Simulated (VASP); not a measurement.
Here is a VASP 6.6.1 calculation.

File INCAR:

```
PREC = Accurate
ENCUT = 520
EDIFF = 1E-6
ISMEAR = 0
SIGMA = 0.02
LREAL = F
LASPH = T
NELM = 150
ALGO = Normal
ISIF = 2
LWAVE = F
LCHARG = T
MAGMOM = 0 0 0 0 0 0 0 0 0
LORBIT = 11
LSORBIT = T
GGA_COMPAT = F
LORBMOM = T
LMAXMIX = 4
LDIPOL = T
IDIPOL = 3
DIPOL = 0.5 0.5 0.500
GGA = PE
IVDW = 12
LVHAR = T
LVACPOTAV = T
NBANDS = 35
```

The input KPOINTS:

```
Automatic mesh
0
Gamma
  9 9 1
```

File POSCAR:

```
PtS2
1.0
    3.5414376595      0.0000000000      0.0000000000
   -1.7707188298      3.0669749791      0.0000000000
    0.0000000000      0.0000000000     30.8254864128
S Pt
2 1
Direct
    0.6666666667      0.3333333333      0.4597154276
    0.3333333333      0.6666666667      0.5402845724
    0.0000000000      0.0000000000      0.5000000000
```

Potentials or basis: VASP PAW PBE potentials, release 64 (S, Pt).

The run is started by

```console
$ cat potpaw_PBE.64/S/POTCAR potpaw_PBE.64/Pt/POTCAR > POTCAR
$ mpirun -np 1 vasp_ncl > vasp.out
```

Q: Predict the work function of the lower face.

A: 6.13 eV.

Q: Predict the dispersion energy per atom.

A: -0.276 eV.

Moments on the atoms (μB; x, y, z):
```
S   0.00 0.00 0.00
S   0.00 0.00 0.00
Pt  0.00 0.00 0.00
```
